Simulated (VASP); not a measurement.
# CsLiGe2S4 (P4/mmm) in VASP: single point with PBE

Aim: the single point of CsLiGe2S4 with PBE.

Everything below comes from runs of VASP 6.6.1. Logs are shortened: lines on timing, memory, paths and dates and some standing lists are left out, and cuts for length are marked.

### Step 1. The cell of the first run

Symmetry: P4/mmm, No. 123, tetragonal system. The conventional cell has a = 4.554 Å, b = 4.554 Å, c = 8.712 Å, α = 90.00°, β = 90.00°, γ = 90.00°. Cs (site symmetry 4/mmm) has 8 S at 3.15 Å and 8 Ge at 3.89 Å within 4.1 Å. Li (site symmetry 4/mmm) has 8 S at 3.15 Å and 8 Ge at 3.89 Å within 4.1 Å. Ge (site symmetry 4mm) has 4 S at 2.28 Å within 3.0 Å. S (site symmetry 2mm) has 2 Ge at 2.28 Å within 3.0 Å.

### Step 2. Single point, PBE

Contents of INCAR:

```
  PREC = Accurate
  ENCUT = 520
  EDIFF = 1E-7
  ISMEAR = 0
  SIGMA = 0.1
  LREAL = False
  LASPH = True
  NELM = 60
  ALGO = Fast
  ISIF = 2
  LWAVE = False
  LCHARG = False
  GGA = PE
  NBANDS = 42
```

Contents of KPOINTS:

```
Automatic mesh
0
Gamma
  4 4 2
```

Contents of POSCAR:

```
CsLiGe2S4
1.0
    4.5540000000      0.0000000000      0.0000000000
    0.0000000000      4.5540000000      0.0000000000
    0.0000000000      0.0000000000      8.7119938000
Cs Li Ge S
1 1 2 4
Direct
    0.5000000000      0.5000000000      0.0000000000
    0.5000000000      0.5000000000      0.5000000000
    0.0000000000      0.0000000000      0.7500000000
    0.0000000000      0.0000000000      0.2500000000
    0.5000000000      0.0000000000      0.7500000000
    0.0000000000      0.5000000000      0.7500000000
    0.5000000000      0.0000000000      0.2500000000
    0.0000000000      0.5000000000      0.2500000000
```

Potentials or basis: VASP PAW PBE potentials, release 64 (Cs_sv, Li_sv, Ge_d, S).

Started as:

```sh
> cat potpaw_PBE.64/Cs_sv/POTCAR potpaw_PBE.64/Li_sv/POTCAR potpaw_PBE.64/Ge_d/POTCAR potpaw_PBE.64/S/POTCAR > POTCAR
> mpirun -np 1 vasp_std > vasp.out
```

OUTCAR:

```text
PREC = Accurate
   ENCUT = 520
   EDIFF = 1E-7
   ISMEAR = 0
   LREAL = False
   LASPH = True
   NELM = 60
   ISIF = 2
   GGA = PE

 ion  position               nearest neighbor table
   1  0.500  0.500  0.000-
   2  0.500  0.500  0.500-
   3  0.000  0.000  0.750-   5 2.28   6 2.28   6 2.28   5 2.28
   4  0.000  0.000  0.250-   7 2.28   8 2.28   8 2.28   7 2.28
   5  0.500  0.000  0.750-   3 2.28   3 2.28
   6  0.000  0.500  0.750-   3 2.28   3 2.28
   7  0.500  0.000  0.250-   4 2.28   4 2.28
   8  0.000  0.500  0.250-   4 2.28   4 2.28

  LATTYP: Found a simple tetragonal cell.
 ALAT       =     4.5540000000
 C/A-ratio  =     1.9130421168

  Lattice vectors:

 A1 = (   4.5540000000,   0.0000000000,   0.0000000000)
 A2 = (   0.0000000000,   4.5540000000,   0.0000000000)
 A3 = (   0.0000000000,   0.0000000000,   8.7119938000)

Analysis of symmetry for initial positions (statically):
=====================================================================
 Subroutine PRICEL returns:
 Original cell was already a primitive cell.

 Routine SETGRP: Setting up the symmetry group for a
 simple tetragonal supercell.

 Subroutine GETGRP returns: Found 16 space group operations
 (whereof 16 operations were pure point group operations)
 out of a pool of 16 trial point group operations.

The static configuration has the point symmetry D_4h.

Analysis of symmetry for dynamics (positions and initial velocities):
=====================================================================
 Subroutine PRICEL returns:
 Original cell was already a primitive cell.

 Routine SETGRP: Setting up the symmetry group for a
 simple tetragonal supercell.

 Subroutine GETGRP returns: Found 16 space group operations
 (whereof 16 operations were pure point group operations)
 out of a pool of 16 trial point group operations.

The dynamic configuration has the point symmetry D_4h.

 Subroutine INISYM returns: Found 16 space group operations
 (whereof 16 operations are pure point group operations),
 and found     1 'primitive' translations

----------------------------------------------------------------------------------------

                                     Primitive cell

  volume of cell :     180.6773

  direct lattice vectors                    reciprocal lattice vectors
     4.554000000  0.000000000  0.000000000     0.219587176  0.000000000  0.000000000
     0.000000000  4.554000000  0.000000000     0.000000000  0.219587176  0.000000000
     0.000000000  0.000000000  8.711993800     0.000000000  0.000000000  0.114784287

  length of vectors
     4.554000000  4.554000000  8.711993800     0.219587176  0.219587176  0.114784287

  position of ions in fractional coordinates (direct lattice)
     0.500000000  0.500000000  0.000000000
     0.500000000  0.500000000  0.500000000
     0.000000000  0.000000000  0.750000000
     0.000000000  0.000000000  0.250000000
     0.500000000  0.000000000  0.750000000
     0.000000000  0.500000000  0.750000000
     0.500000000  0.000000000  0.250000000
     0.000000000  0.500000000  0.250000000

  ion indices of the primitive-cell ions
   primitive index   ion index
                 1           1
                 2           2
                 3           3
                 4           4
                 5           5
                 6           6
                 7           7
                 8           8

----------------------------------------------------------------------------------------

 KPOINTS: Automatic mesh

Automatic generation of k-mesh.
 Grid dimensions read from file:
 generate k-points for:    4    4    2

 Generating k-lattice:

  Cartesian coordinates                     Fractional coordinates (reciprocal lattice)
     0.054896794  0.000000000  0.000000000     0.250000000  0.000000000  0.000000000
     0.000000000  0.054896794  0.000000000     0.000000000  0.250000000  0.000000000
     0.000000000  0.000000000  0.057392144     0.000000000  0.000000000  0.500000000

  Length of vectors
     0.054896794  0.054896794  0.057392144

  Shift w.r.t. Gamma in fractional coordinates (k-lattice)
     0.000000000  0.000000000  0.000000000

 Subroutine IBZKPT returns following result:
 ===========================================

 Found     12 irreducible k-points:

 Following reciprocal coordinates:
            Coordinates               Weight
  0.000000  0.000000  0.000000      1.000000
  0.250000  0.000000  0.000000      4.000000
  0.500000  0.000000  0.000000      2.000000
  0.250000  0.250000  0.000000      4.000000
  0.500000  0.250000  0.000000      4.000000
  0.500000  0.500000  0.000000      1.000000
  0.000000  0.000000  0.500000      1.000000
  0.250000  0.000000  0.500000      4.000000
  0.500000  0.000000  0.500000      2.000000
  0.250000  0.250000  0.500000      4.000000
  0.500000  0.250000  0.500000      4.000000
  0.500000  0.500000  0.500000      1.000000
   k-points           NKPTS =     12   k-points in BZ     NKDIM =     12   number of bands    NBANDS=     42
   number of dos      NEDOS =    301   number of ions     NIONS =      8
   total plane-waves  NPLWV =  90720
   dimension x,y,z NGX =    36 NGY =   36 NGZ =   70
   dimension x,y,z NGXF=    72 NGYF=   72 NGZF=  140
   ions per type =               1   1   2   4
   NGX,Y,Z   is equivalent  to a cutoff of  13.14, 13.14, 13.36 a.u.
   NGXF,Y,Z  is equivalent  to a cutoff of  26.28, 26.28, 26.72 a.u.
 SYSTEM =  unknown system
   PREC   = accura    normal or accurate (medium, high low for compatibility)
   ISTART =      0    job   : 0-new  1-cont  2-samecut
   ICHARG =      2    charge: 1-file 2-atom 10-const
   ISPIN  =      1    spin polarized calculation?
   LNONCOLLINEAR =      F non collinear calculations
   LSORBIT =      F    spin-orbit coupling
   LASPH  =      T    aspherical Exc in radial PAW
   ENCUT  =  520.0 eV  38.22 Ry    6.18 a.u.   8.47  8.47 16.20*2*pi/ulx,y,z
   NELM   =     60;   NELMIN=  2; NELMDL= -5     # of ELM steps
   EDIFF  = 0.1E-06   stopping-criterion for ELM
   LREAL  =      F    real-space projection
   EDIFFG = 0.1E-05   stopping-criterion for IOM
   NSW    =      0    number of steps for IOM
   IBRION =     -1    ionic relax: 0-MD 1-quasi-New 2-CG
   NFREE  =      0    steps in history (QN), initial steepest desc. (CG)
   ISIF   =      2    stress and relaxation
   ISYM   =      2    0-nonsym 1-usesym 2-fastsym
   POTIM  = 0.5000    time-step for ionic-motion
   TEBEG  =    0.0;   TEEND  =   0.0 temperature during run
   PSTRESS=    0.0 pullay stress
   NELECT =      64.0000    total number of electrons
   NUPDOWN=      -1.0000    fix difference up-down
   EMIN   =  10.00;   EMAX   =-10.00  energy-range for DOS
   EFERMI =   0.00;   METHOD = LEGACY
   ISMEAR =     0;   SIGMA  =   0.10  broadening in eV -4-tet -1-fermi 0-gaus
   EFERMI_NEDOS =   21; number of points for ismear=-14 and -15
   IALGO  =     68    algorithm
   IMIX   =      4    mixing-type and parameters
     AMIX     =   0.40;   BMIX     =  1.00
     AMIX_MAG =   1.60;   BMIX_MAG =  1.00
  volume/ion in A,a.u.               =      22.58       152.41
  Fermi-wavevector in a.u.,A,eV,Ry     =   1.158334  2.188933 18.255433  1.341737
  Thomas-Fermi vector in A             =   2.294937
   LORBIT       =      0    0 simple, 1 ext, 2 COOP (PROOUT), +10 PAW based schemes
   GGA     = PE    functional components
   LHFCALC =     F    Hartree Fock is set to
   AEXX    =    0.0000 exact exchange contribution
   IVDW    =     0    specifies the selected vdW correction
   LEPSILON=     F    determine dielectric tensor
   LRPA    =     F    only Hartree local field effects (RPA)
 non-spin polarized calculation
 RMM-DIIS sequential band-by-band and
 Gauss-broadening in eV      SIGMA  =   0.10
  energy-cutoff  :      520.00
  volume of cell :      180.68
 maximum number of plane-waves:      4907
 NGX is ok and might be reduce to    36
   NGX = 17   NGY = 17   NGZ = 33

 number of electron      63.9999996 magnetization

 Free energy of the ion-electron system (eV)
  ---------------------------------------------------
  ext. energy  EPLUGINS =         0.00000000
  ---------------------------------------------------
  free energy    TOTEN  =       -29.05566515 eV

  energy without entropy =      -29.03255310  energy(sigma->0) =      -29.04410913

 E-fermi :   3.5870     XC(G=0):  -9.1856

 val. band max:        3.5704774568   @ k =   0.2500   0.2500   0.0000
 cond. band min:       3.5966751374   @ k =   0.5000   0.2500   0.0000
 fundamental gap:      0.0261976806
 Fermi energy:         3.5870113253

 k-point     1 :       0.0000    0.0000    0.0000
  band No.  band energies     occupation
      1     -43.3523      2.00000
      2     -21.0821      2.00000
      3     -21.0807      2.00000
      4     -21.0346      2.00000
      5     -21.0344      2.00000
      6     -21.0153      2.00000
[... 34 lines left out ...]
     41       9.7705      0.00000
     42       9.8239      0.00000

 k-point     2 :       0.2500    0.0000    0.0000
  band No.  band energies     occupation
      1     -43.3523      2.00000
      2     -21.0806      2.00000
      3     -21.0792      2.00000
      4     -21.0303      2.00000
      5     -21.0302      2.00000
      6     -21.0158      2.00000
[... 34 lines left out ...]
     41      10.0476      0.00000
     42      10.2855      0.00000

 k-point     3 :       0.5000    0.0000    0.0000
  band No.  band energies     occupation
      1     -43.3522      2.00000
      2     -21.0793      2.00000
      3     -21.0779      2.00000
      4     -21.0258      2.00000
      5     -21.0257      2.00000
      6     -21.0162      2.00000
[... 357 lines left out ...]
      4     -21.0219      2.00000
      5     -21.0219      2.00000
      6     -21.0159      2.00000
[... 34 lines left out ...]
     41       9.8202      0.00000
     42       9.9548      0.00000

 k-point    12 :       0.5000    0.5000    0.5000
  band No.  band energies     occupation
      1     -43.3522      2.00000
      2     -21.0749      2.00000
      3     -21.0749      2.00000
      4     -21.0177      2.00000
      5     -21.0177      2.00000
      6     -21.0159      2.00000
[... 34 lines left out ...]
     41       8.9360      0.00000
     42       8.9391      0.00000

------------------------ aborting loop because EDIFF is reached ----------------------------------------

  FORCE on cell =-STRESS in cart. coord.  units (eV):
  Direction    XX          YY          ZZ          XY          YZ          ZX
  --------------------------------------------------------------------------------------
  -------------------------------------------------------------------------------------
  Total       18.1271513     18.1271513      4.7919249      0.0000000      0.0000000      0.0000000
  in kB      160.7446518    160.7446518     42.4929588      0.0000000      0.0000000      0.0000000
  external PRESSURE =     121.3274208 kB  Pullay stress =       0.0000000 kB

 VOLUME and BASIS-vectors are now :
 -----------------------------------------------------------------------------
  energy-cutoff  :      520.00
  volume of cell :      180.68
      direct lattice vectors                 reciprocal lattice vectors
     4.554000000  0.000000000  0.000000000     0.219587176  0.000000000  0.000000000
     0.000000000  4.554000000  0.000000000     0.000000000  0.219587176  0.000000000
     0.000000000  0.000000000  8.711993800     0.000000000  0.000000000  0.114784287

 POSITION                                       TOTAL-FORCE (eV/Angst)
 -----------------------------------------------------------------------------------
      2.27700      2.27700      0.00000        -0.000000      0.000000      0.000000
      2.27700      2.27700      4.35600        -0.000000      0.000000      0.000000
      0.00000      0.00000      6.53400         0.000000      0.000000     -0.346128
      0.00000      0.00000      2.17800        -0.000000      0.000000      0.346128
      2.27700      0.00000      6.53400        -0.000000      0.000000     -1.132861
      0.00000      2.27700      6.53400        -0.000000     -0.000000     -1.132861
      2.27700      0.00000      2.17800        -0.000000      0.000000      1.132861
      0.00000      2.27700      2.17800        -0.000000     -0.000000      1.132861
 -----------------------------------------------------------------------------------
    total drift:                                0.000000      0.000000      0.000000

  FREE ENERGIE OF THE ION-ELECTRON SYSTEM (eV)
  ---------------------------------------------------
  free  energy   TOTEN  =       -29.0556651535 eV

  energy  without entropy=      -29.0325531045  energy(sigma->0) =      -29.04410913
```

It took 9.9 min on 1 thread of Oxide Virtual Turin-like, shared host; peak memory 0.31 GiB.

Results:

- Free energy: -29.0557 eV
- Largest force: 1.133 eV/Å
- Band gap on the k mesh: zero (bands 32 and 33 overlap by 2.15 eV)

Forces on the atoms (eV/Å):
```
Cs   0.000  0.000  0.000
Li   0.000  0.000  0.000
Ge   0.000  0.000 -0.346
Ge   0.000  0.000  0.346
S    0.000  0.000 -1.133
S    0.000  0.000 -1.133
S    0.000  0.000  1.133
S    0.000  0.000  1.133
```

Caveat: the k points lie up to 0.36 Å⁻¹ apart, too coarse for converged energies and pressures of a metal; the cutoff is under 1.25 times the usual one of these potentials, so pressure, stress and relaxed cells hold a basis-set (Pulay) error; spin-orbit coupling is left out, which moves the levels of the heavy elements; forces of over 1 eV/Å act on the atoms, so gaps and moduli don't describe the material at rest.

The gap in the log of VASP goes by the Fermi energy; the results here count the filled bands.